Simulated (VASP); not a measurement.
# CaSe (F-43m) in VASP: further runs

Runs on CaSe. Level: r2SCAN. Tasks: single point.

All numbers are computed with VASP 6.6.1; they aren't measurements. Logs are shortened: lines on timing, memory, paths and dates and some standing lists are left out, and cuts for length are marked.

### 1 The cell of the first run

The structure is cubic, space group F-43m (No. 216). The conventional cell has a = 6.425 Å, b = 6.425 Å, c = 6.425 Å, α = 90.00°, β = 90.00°, γ = 90.00°. Ca (site symmetry -43m) has 4 Se at 2.78 Å within 3.7 Å. Within 3.7 Å of Se (site symmetry -43m) lie 4 Ca at 2.78 Å.

### 2 Single point, r2SCAN (volume changed by -6%)

File POSCAR:

```
CaSe
1.0
    0.0000000000      3.2126127591      3.2126127591
    3.2126127591      0.0000000000      3.2126127591
    3.2126127591      3.2126127591      0.0000000000
Ca Se
1 1
Direct
    0.0000000000      0.0000000000      0.0000000000
    0.2500000000      0.2500000000      0.2500000000
```

File INCAR.step1:

```
  ALGO = Normal
  EDIFF = 1E-4
  ENCUT = 520
  GGA = PE
  ISMEAR = 0
  LASPH = T
  LCHARG = F
  LREAL = F
  LWAVE = T
  NBANDS = 15
  NELM = 80
  PREC = Accurate
  SIGMA = 0.01
```

File INCAR.step2:

```
  ALGO = Normal
  EDIFF = 1E-6
  ENCUT = 520
  ISIF = 2
  ISMEAR = 0
  ISTART = 1
  LASPH = T
  LCHARG = F
  LMIXTAU = T
  LREAL = F
  LWAVE = F
  METAGGA = R2SCAN
  NBANDS = 15
  NELM = 80
  PREC = Accurate
  SIGMA = 0.01
```

File KPOINTS:

```
k-points
0
Gamma
  6 6 6
```

Potentials or basis: VASP PAW PBE potentials, release 64 (Ca_sv, Se).

Started as:

```sh
$ cat potpaw_PBE.64/Ca_sv/POTCAR potpaw_PBE.64/Se/POTCAR > POTCAR
$ cp INCAR.step1 INCAR
$ mpirun -np 1 vasp_std > vasp.out
$ cp INCAR.step2 INCAR
$ mpirun -np 1 vasp_std > vasp.out
```

OUTCAR:

```text
EDIFF = 1E-6
   ENCUT = 520
   ISIF = 2
   ISMEAR = 0
   ISTART = 1
   LASPH = T
   LREAL = F
   METAGGA = R2SCAN
   NELM = 80
   PREC = Accurate

 ion  position               nearest neighbor table
   1  0.000  0.000  0.000-   2 2.78   2 2.78   2 2.78   2 2.78
   2  0.250  0.250  0.250-   1 2.78   1 2.78   1 2.78   1 2.78

  LATTYP: Found a face centered cubic cell.
 ALAT       =     6.4252255182

  Lattice vectors:

 A1 = (   0.0000000000,   3.2126127591,   3.2126127591)
 A2 = (   3.2126127591,   0.0000000000,   3.2126127591)
 A3 = (   3.2126127591,   3.2126127591,   0.0000000000)

Analysis of symmetry for initial positions (statically):
=====================================================================
 Subroutine PRICEL returns:
 Original cell was already a primitive cell.

 Routine SETGRP: Setting up the symmetry group for a
 face centered cubic supercell.

 Subroutine GETGRP returns: Found 24 space group operations
 (whereof 24 operations were pure point group operations)
 out of a pool of 48 trial point group operations.

The static configuration has the point symmetry T_d .

Analysis of symmetry for dynamics (positions and initial velocities):
=====================================================================
 Subroutine PRICEL returns:
 Original cell was already a primitive cell.

 Routine SETGRP: Setting up the symmetry group for a
 face centered cubic supercell.

 Subroutine GETGRP returns: Found 24 space group operations
 (whereof 24 operations were pure point group operations)
 out of a pool of 48 trial point group operations.

The dynamic configuration has the point symmetry T_d .

 Subroutine INISYM returns: Found 24 space group operations
 (whereof 24 operations are pure point group operations),
 and found     1 'primitive' translations

----------------------------------------------------------------------------------------

                                     Primitive cell

  volume of cell :      66.3140

  direct lattice vectors                    reciprocal lattice vectors
     0.000000000  3.212612759  3.212612759    -0.155636560  0.155636560  0.155636560
     3.212612759  0.000000000  3.212612759     0.155636560 -0.155636560  0.155636560
     3.212612759  3.212612759  0.000000000     0.155636560  0.155636560 -0.155636560

  length of vectors
     4.543320535  4.543320535  4.543320535     0.269570430  0.269570430  0.269570430

  position of ions in fractional coordinates (direct lattice)
     0.000000000  0.000000000  0.000000000
     0.250000000  0.250000000  0.250000000

  ion indices of the primitive-cell ions
   primitive index   ion index
                 1           1
                 2           2

----------------------------------------------------------------------------------------

 KPOINTS: k-points

Automatic generation of k-mesh.
 Grid dimensions read from file:
 generate k-points for:    6    6    6

 Generating k-lattice:

  Cartesian coordinates                     Fractional coordinates (reciprocal lattice)
    -0.025939427  0.025939427  0.025939427     0.166666667  0.000000000  0.000000000
     0.025939427 -0.025939427  0.025939427     0.000000000  0.166666667  0.000000000
     0.025939427  0.025939427 -0.025939427     0.000000000  0.000000000  0.166666667

  Length of vectors
     0.044928405  0.044928405  0.044928405

  Shift w.r.t. Gamma in fractional coordinates (k-lattice)
     0.000000000  0.000000000  0.000000000

 Subroutine IBZKPT returns following result:
 ===========================================

 Found     16 irreducible k-points:

 Following reciprocal coordinates:
            Coordinates               Weight
  0.000000  0.000000  0.000000      1.000000
  0.166667  0.000000  0.000000      8.000000
  0.333333  0.000000  0.000000      8.000000
  0.500000  0.000000  0.000000      4.000000
  0.166667  0.166667  0.000000      6.000000
  0.333333  0.166667  0.000000     24.000000
[... 8 lines left out ...]
 -0.333333  0.333333  0.166667     24.000000
 -0.333333  0.500000  0.166667     12.000000
   k-points           NKPTS =     16   k-points in BZ     NKDIM =     16   number of bands    NBANDS=     15
   number of dos      NEDOS =    301   number of ions     NIONS =      2
   total plane-waves  NPLWV =  46656
   dimension x,y,z NGX =    36 NGY =   36 NGZ =   36
   dimension x,y,z NGXF=    72 NGYF=   72 NGZF=   72
   ions per type =               1   1
   NGX,Y,Z   is equivalent  to a cutoff of  13.17, 13.17, 13.17 a.u.
   NGXF,Y,Z  is equivalent  to a cutoff of  26.35, 26.35, 26.35 a.u.
 SYSTEM =  unknown system
   PREC   = accura    normal or accurate (medium, high low for compatibility)
   ISTART =      1    job   : 0-new  1-cont  2-samecut
   ICHARG =      0    charge: 1-file 2-atom 10-const
   ISPIN  =      1    spin polarized calculation?
   LNONCOLLINEAR =      F non collinear calculations
   LSORBIT =      F    spin-orbit coupling
   LASPH  =      T    aspherical Exc in radial PAW
   ENCUT  =  520.0 eV  38.22 Ry    6.18 a.u.   8.45  8.45  8.45*2*pi/ulx,y,z
   NELM   =     80;   NELMIN=  2; NELMDL=  0     # of ELM steps
   EDIFF  = 0.1E-05   stopping-criterion for ELM
   LREAL  =      F    real-space projection
   EDIFFG = 0.1E-04   stopping-criterion for IOM
   NSW    =      0    number of steps for IOM
   IBRION =     -1    ionic relax: 0-MD 1-quasi-New 2-CG
   NFREE  =      0    steps in history (QN), initial steepest desc. (CG)
   ISIF   =      2    stress and relaxation
   ISYM   =      2    0-nonsym 1-usesym 2-fastsym
   POTIM  = 0.5000    time-step for ionic-motion
   TEBEG  =    0.0;   TEEND  =   0.0 temperature during run
   PSTRESS=    0.0 pullay stress
   NELECT =      16.0000    total number of electrons
   NUPDOWN=      -1.0000    fix difference up-down
   EMIN   =  10.00;   EMAX   =-10.00  energy-range for DOS
   EFERMI =   0.00;   METHOD = LEGACY
   ISMEAR =     0;   SIGMA  =   0.01  broadening in eV -4-tet -1-fermi 0-gaus
   EFERMI_NEDOS =   21; number of points for ismear=-14 and -15
   IALGO  =     38    algorithm
   IMIX   =      4    mixing-type and parameters
     AMIX     =   0.40;   BMIX     =  1.00
     AMIX_MAG =   1.60;   BMIX_MAG =  1.00
  volume/ion in A,a.u.               =      33.16       223.75
  Fermi-wavevector in a.u.,A,eV,Ry     =   1.019170  1.925951 14.132461  1.038707
  Thomas-Fermi vector in A             =   2.152668
   LORBIT       =      0    0 simple, 1 ext, 2 COOP (PROOUT), +10 PAW based schemes
   METAGGA = R2SCAN    functional components
   LHFCALC =     F    Hartree Fock is set to
   AEXX    =    0.0000 exact exchange contribution
   IVDW    =     0    specifies the selected vdW correction
   LEPSILON=     F    determine dielectric tensor
   LRPA    =     F    only Hartree local field effects (RPA)
 non-spin polarized calculation
 Gauss-broadening in eV      SIGMA  =   0.01
  energy-cutoff  :      520.00
  volume of cell :       66.31
 maximum number of plane-waves:      1820
 NGX is ok and might be reduce to    36
   NGX = 17   NGY = 17   NGZ = 17

 number of electron      15.9999999 magnetization

 Free energy of the ion-electron system (eV)
  ---------------------------------------------------
  ext. energy  EPLUGINS =         0.00000000
  ---------------------------------------------------
  free energy    TOTEN  =       -25.32327345 eV

  energy without entropy =      -25.32327345  energy(sigma->0) =      -25.32327345

 E-fermi :  -0.2503     XC(G=0):  -8.2608

 val. band max:       -0.3367871073   @ k =  -0.3333   0.3333   0.0000
 cond. band min:       3.5588760408   @ k =   0.0000   0.0000   0.0000
 fundamental gap:      3.8956631481
 Fermi energy:        -0.2503258043

 k-point     1 :       0.0000    0.0000    0.0000
  band No.  band energies     occupation
      1     -40.6597      2.00000
      2     -20.8084      2.00000
      3     -20.8084      2.00000
      4     -20.8084      2.00000
      5     -11.1350      2.00000
      6      -0.4546      2.00000
      7      -0.4546      2.00000
      8      -0.4546      2.00000
      9       3.5589      0.00000
     10       5.7532      0.00000
     11       5.7532      0.00000
     12       7.9878      0.00000
     13       7.9878      0.00000
     14       7.9878      0.00000
     15       9.7979      0.00000

 k-point     2 :       0.1667    0.0000    0.0000
  band No.  band energies     occupation
      1     -40.6590      2.00000
      2     -20.8249      2.00000
      3     -20.8103      2.00000
      4     -20.8103      2.00000
      5     -11.0550      2.00000
      6      -0.8643      2.00000
      7      -0.4257      2.00000
      8      -0.4257      2.00000
      9       4.3506      0.00000
     10       5.6102      0.00000
     11       5.6102      0.00000
     12       7.5185      0.00000
     13       8.0123      0.00000
     14       8.0123      0.00000
     15       8.9658      0.00000

 k-point     3 :       0.3333    0.0000    0.0000
  band No.  band energies     occupation
      1     -40.6576      2.00000
      2     -20.8577      2.00000
      3     -20.8143      2.00000
      4     -20.8143      2.00000
      5     -10.8932      2.00000
      6      -1.4243      2.00000
      7      -0.3760      2.00000
      8      -0.3759      2.00000
      9       5.3686      0.00000
     10       5.6322      0.00000
     11       5.6322      0.00000
     12       6.6975      0.00000
     13       7.4172      0.00000
     14       7.4172      0.00000
     15       8.6795      0.00000
[... 199 lines left out ...]
 k-point    15 :      -0.3333    0.3333    0.1667
  band No.  band energies     occupation
      1     -40.6563      2.00000
      2     -20.8693      2.00000
      3     -20.8338      2.00000
      4     -20.8232      2.00000
      5     -10.7331      2.00000
      6      -1.2570      2.00000
      7      -0.9206      2.00000
      8      -0.3811      2.00000
      9       4.1588      0.00000
     10       5.3772      0.00000
     11       6.1132      0.00000
     12       7.0126      0.00000
     13       7.3220      0.00000
     14       8.4062      0.00000
     15       9.7152      0.00000

 k-point    16 :      -0.3333    0.5000    0.1667
  band No.  band energies     occupation
      1     -40.6561      2.00000
      2     -20.8724      2.00000
      3     -20.8330      2.00000
      4     -20.8274      2.00000
      5     -10.7066      2.00000
      6      -1.3908      2.00000
      7      -0.7417      2.00000
      8      -0.4162      2.00000
      9       3.7755      0.00000
     10       5.3298      0.00000
     11       6.4158      0.00000
     12       6.6627      0.00000
     13       7.2663      0.00000
     14       9.0692      0.00000
     15      10.1031      0.00000

------------------------ aborting loop because EDIFF is reached ----------------------------------------

  FORCE on cell =-STRESS in cart. coord.  units (eV):
  Direction    XX          YY          ZZ          XY          YZ          ZX
  --------------------------------------------------------------------------------------
  -------------------------------------------------------------------------------------
  Total        1.1158236      1.1158236      1.1158236      0.0000000     -0.0000000      0.0000000
  in kB       26.9588263     26.9588263     26.9588263      0.0000000     -0.0000000      0.0000000
  external PRESSURE =      26.9588263 kB  Pullay stress =       0.0000000 kB

 VOLUME and BASIS-vectors are now :
 -----------------------------------------------------------------------------
  energy-cutoff  :      520.00
  volume of cell :       66.31
      direct lattice vectors                 reciprocal lattice vectors
     0.000000000  3.212612759  3.212612759    -0.155636560  0.155636560  0.155636560
     3.212612759  0.000000000  3.212612759     0.155636560 -0.155636560  0.155636560
     3.212612759  3.212612759  0.000000000     0.155636560  0.155636560 -0.155636560

 POSITION                                       TOTAL-FORCE (eV/Angst)
 -----------------------------------------------------------------------------------
      0.00000      0.00000      0.00000         0.000000      0.000000      0.000000
      1.60631      1.60631      1.60631        -0.000000     -0.000000     -0.000000
 -----------------------------------------------------------------------------------
    total drift:                               -0.000000     -0.000000     -0.000000

  FREE ENERGIE OF THE ION-ELECTRON SYSTEM (eV)
  ---------------------------------------------------
  free  energy   TOTEN  =       -25.3232734498 eV

  energy  without entropy=      -25.3232734498  energy(sigma->0) =      -25.32327345
```

Run time: 86 s. Hardware: 1 thread of AMD EPYC 7R43 (Zen 3), shared host; peak memory 0.18 GiB.

Results:

```
Free energy            : -25.3233 eV
Pressure               : 2.7 GPa
Band gap on the k mesh : 3.90 eV, indirect (least direct gap 3.93 eV)
```

Levels at points of the mesh, in eV from the valence-band top:
```tsv
k point	band 4	band 5	band 6	band 7	band 8	band 9	band 10	band 11	band 12	band 13
(0.00, 0.00, 0.00)	-20.47	-10.80	-0.12	-0.12	-0.12	3.90	6.09	6.09	8.32	8.32
(0.50, 0.00, 0.00)	-20.48	-10.47	-1.30	-0.02	-0.02	5.77	6.23	6.23	6.66	7.17
(0.50, 0.50, 0.00)	-20.49	-10.37	-1.33	-0.03	-0.03	3.91	5.71	6.91	6.91	7.01
```

Caveat: the PAW data sets were made with another functional, which shifts forces and pressure a little. A k mesh can miss the band edges.

### 3 Single point, r2SCAN (volume changed by -3%)

File POSCAR:

```
CaSe
1.0
    0.0000000000      3.2464322208      3.2464322208
    3.2464322208      0.0000000000      3.2464322208
    3.2464322208      3.2464322208      0.0000000000
Ca Se
1 1
Direct
    0.0000000000      0.0000000000      0.0000000000
    0.2500000000      0.2500000000      0.2500000000
```

File INCAR.step1:

```
  PREC = Accurate
  ENCUT = 520
  ISMEAR = 0
  SIGMA = 0.01
  LREAL = F
  LASPH = T
  NELM = 80
  NBANDS = 15
  GGA = PE
  ALGO = Normal
  EDIFF = 1E-4
  LWAVE = T
  LCHARG = F
```

File INCAR.step2:

```
  PREC = Accurate
  ENCUT = 520
  EDIFF = 1E-6
  ISMEAR = 0
  SIGMA = 0.01
  LREAL = F
  LASPH = T
  NELM = 80
  ALGO = Normal
  ISIF = 2
  LWAVE = F
  LCHARG = T
  METAGGA = R2SCAN
  LMIXTAU = T
  LELF = T
  LVHAR = T
  NBANDS = 15
  ISTART = 1
```

File KPOINTS:

```
regular mesh
0
Gamma
  6 6 6
```

Potentials or basis: VASP PAW PBE potentials, release 64 (Ca_sv, Se).

Started as:

```sh
$ cat potpaw_PBE.64/Ca_sv/POTCAR potpaw_PBE.64/Se/POTCAR > POTCAR
$ cp INCAR.step1 INCAR
$ mpirun -np 1 vasp_std > vasp.out
$ cp INCAR.step2 INCAR
$ mpirun -np 1 vasp_std > vasp.out
```

It took 85 s on 1 thread of AMD EPYC 7R43 (Zen 3), shared host; peak memory 0.18 GiB.

Results (log left out):

* Free energy: -25.3500 eV
* Pressure: 1.3 GPa
* Band gap on the k mesh: 3.79 eV, indirect (least direct gap 3.89 eV)

Levels at points of the mesh, in eV from the valence-band top:
| k point | band 5 | band 6 | band 7 | band 8 | band 9 | band 10 | band 11 | band 12 |
| --- | --- | --- | --- | --- | --- | --- | --- | --- |
| (0.00, 0.00, 0.00) | -10.75 | -0.10 | -0.10 | -0.10 | 3.79 | 6.02 | 6.02 | 8.16 |
| (0.50, 0.00, 0.00) | -10.46 | -1.26 | -0.01 | -0.01 | 5.70 | 6.15 | 6.15 | 6.53 |
| (0.50, 0.50, 0.00) | -10.36 | -1.28 | -0.04 | -0.04 | 3.91 | 5.63 | 6.81 | 6.81 |

Caveat: the PAW data sets were made with another functional, which shifts forces and pressure a little.

(Continued in part 2 of 2.)
